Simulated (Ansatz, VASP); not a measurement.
Si in VASP and in Ansatz

POSCAR

```
Si
1.0
    0.0000000000      2.7084948146      2.7084948146
    2.7221053413     -0.0136105267      2.7221053413
    2.7221053413      2.7221053413     -0.0136105267
Si
2
Direct
    0.5000000000      0.5000000000      0.5000000000
    0.7500000000      0.7500000000      0.7500000000
```

The input INCAR.step1:

```
SYSTEM = Si
  PREC = Accurate
  ENCUT = 520
  ISMEAR = 0
  SIGMA = 0.05
  LREAL = .False.
  LASPH = .True.
  NELM = 100
  NBANDS = 11
  GGA = PE
  ALGO = Normal
  EDIFF = 1E-4
  LWAVE = .True.
  LCHARG = .False.
```

Contents of INCAR.step2:

```
SYSTEM = Si
  PREC = Accurate
  ENCUT = 520
  EDIFF = 1E-7
  ISMEAR = 0
  SIGMA = 0.05
  LREAL = .False.
  LASPH = .True.
  NELM = 100
  ALGO = Normal
  ISIF = 2
  LWAVE = .False.
  LCHARG = .False.
  METAGGA = R2SCAN
  LMIXTAU = .True.
  NBANDS = 11
  ISTART = 1
```

KPOINTS

```
regular mesh
0
Gamma
  8 8 8
  0 0 0
```

Input for Ansatz:

```yaml
crystal:
  lattice:
    - [0.0, 2.7084948146, 2.7084948146]
    - [2.7221053413, -0.0136105267, 2.7221053413]
    - [2.7221053413, 2.7221053413, -0.0136105267]
  atoms:
    - { symbol: Si, position: [0.5, 0.5, 0.5] }
    - { symbol: Si, position: [0.75, 0.75, 0.75] }
basis:
  ecutwfc: 500
kpoints:
  mp_grid: { grid: [8, 8, 8] }
hamiltonian:
  xc: r2scan
scf:
  occupations: { method: gaussian, width: 0.05 }
output:
  forces: true
  stress: true
  eigenvalues: true
```

Change from the starting cell: strain -0.0100 x Voigt [0, 0, 0, 1, 0, 0], atoms carried along.

Alike in both runs: task single point; functional r2SCAN; k mesh 8 × 8 × 8; occupations gaussian, width 0.05 eV; no spin polarisation.

|  | VASP | Ansatz |
| --- | --- | --- |
| version | VASP 6.6.1 | Ansatz 0.2.0 |
| potentials or method | VASP PAW PBE potentials, release 64 (Si), cutoff 520 eV | scalar-relativistic, plane waves, PAW |
| valence electrons in the cell | 8 | 8 |

Ansatz gave:

| Quantity | Value |
| --- | --- |
| gap on the k mesh at the Fermi level (eV) | 0.80 |
| least direct gap on the mesh (eV) | 2.65 |
| pressure (GPa) | 0.0 |
| traceless stress, the component that is largest in VASP (GPa) | 1.07 |
| rms of the force components (eV/Å) | 0.055 |

What did VASP give for the same quantities?

gap on the k mesh at the Fermi level (eV): 0.81; least direct gap on the mesh (eV): 2.66; pressure (GPa): -0.2; traceless stress, the component that is largest in VASP (GPa): 1.08; rms of the force components (eV/Å): 0.054.

VASP's potentials were made for PBE, not for r2SCAN. Atom by atom the forces differ by 0.001 eV/Å (rms over components). The functional is the same, so the differences come from potentials, cutoffs and numerics.
